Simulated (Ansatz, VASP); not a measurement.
# One calculation of LiY3, two programs

```
Li Y
1.0
     4.91971    0.00000    0.00000
     0.00000    4.91971    0.00000
     0.00000    0.00000    4.91971
Li Y
1 3
Cartesian
  0.2171 4.8254 4.9172
  2.3416 2.5769 4.7359
  2.3121 4.9034 2.4770
  4.8634 2.6647 2.4247
```

Alike in both runs: task single point; functional PBE; k mesh 3 × 3 × 3; occupations fermi-dirac, width 0.05 eV; no spin polarisation.

```csv
,VASP,Ansatz
version,VASP 6.6.1,Ansatz 0.2.0
potentials or method,"VASP PAW PBE potentials, release 64 (Li_sv, Y_sv), cutoff 520 eV","plane waves, PAW"
valence electrons in the cell,36,36
```

```csv
,VASP,Ansatz,Ansatz less VASP
rms of the force components (eV/Å),0.515,0.517,+0.0024
```

Atom by atom the forces differ by 0.003 eV/Å (rms over components). With one functional, cell and mesh, what is left measures potentials, basis and numerics. Ansatz's warnings: stress scf threshold loose.

The k mesh is coarse, so the values compare programs but aren't converged. Noted on VASP's run: the cutoff is under 1.25 times that of the potentials, so the pressure is a little rough.
